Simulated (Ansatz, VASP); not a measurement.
# CdS in VASP and in Ansatz

The input INCAR:

```
PREC = Accurate
ENCUT = 500
EDIFF = 1E-6
ISMEAR = 0
SIGMA = 0.1
LREAL = False
LASPH = True
NELM = 120
ALGO = Normal
ISIF = 2
LWAVE = False
LCHARG = False
GGA = PS
NBANDS = 46
GGA_COMPAT = False
```

Contents of KPOINTS:

```
regular mesh
0
Gamma
  4 4 4
```

The input POSCAR:

```
CdS
1.0
    4.0665156836      0.0000000000      0.0000000000
    0.0000000000      6.6265497702      0.0000000000
    0.0000000000      0.0000000000      7.2175753054
Cd S
4 4
Direct
    0.5000000000      0.0000000000      0.0000000000
    1.0000000000      0.5000000000      0.1666767000
    1.0000000000      0.0000000000      0.5000021000
    0.5000000000      0.5000000000      0.6666648000
    0.5000000000      0.6230000000      0.0000000000
    1.0000000000      0.1230000000      0.1666767000
    1.0000000000      0.6230000000      0.5000021000
    0.5000000000      0.1230000000      0.6666648000
```

Input for Ansatz:

```yaml
crystal:
  lattice:
    - [4.0665156821, 0.0, 0.0]
    - [0.0, 6.6265497677, 0.0]
    - [0.0, 0.0, 7.2175752971]
  atoms:
    - { symbol: Cd, position: [0.5, 0.0, 0.0] }
    - { symbol: S, position: [0.5, 0.623, 0.0] }
    - { symbol: Cd, position: [1.0, 0.5, 0.1666767] }
    - { symbol: S, position: [1.0, 0.123, 0.1666767] }
    - { symbol: Cd, position: [1.0, 0.0, 0.5000021] }
    - { symbol: S, position: [1.0, 0.623, 0.5000021] }
    - { symbol: Cd, position: [0.5, 0.5, 0.6666648] }
    - { symbol: S, position: [0.5, 0.123, 0.6666648] }
basis:
  ecutwfc: 420
kpoints:
  mp_grid: { grid: [4, 4, 4] }
hamiltonian:
  xc: pbesol
  pseudopotentials: { kind: paw, azcp: { folder: soft_1 } }
scf:
  occupations: { method: gaussian, width: 0.1 }
output:
  forces: true
  stress: true
  eigenvalues: true
```

Alike in both runs: task single point; functional PBEsol; k mesh 4 × 4 × 4; occupations gaussian, width 0.1 eV; no spin polarisation.

|  | VASP | Ansatz |
| --- | --- | --- |
| version | VASP 6.6.1 | Ansatz 0.2.0 |
| potentials or method | VASP PAW PBE potentials, release 64 (Cd, S), cutoff 500 eV | scalar-relativistic, plane waves, PAW |
| valence electrons in the cell | 72 | 104 |

|  | VASP | Ansatz | Ansatz less VASP |
| --- | --- | --- | --- |
| gap on the k mesh at the Fermi level (eV) | 1.10 | 1.10 | -0.006 |
| least direct gap on the mesh (eV) | 1.10 | 1.10 | -0.006 |
| pressure (GPa) | 1.5 | 1.1 | -0.40 |
| rms of the force components (eV/Å) | 0.102 | 0.098 | -0.0036 |

VASP's potentials were made for PBE, not for PBEsol, and Ansatz warns of the same on its side. VASP's potentials hold 72 valence electrons a cell and Ansatz's 104, so a difference there can come from the potentials and not from the codes. Ansatz's warnings: structure snapped to symmetry.
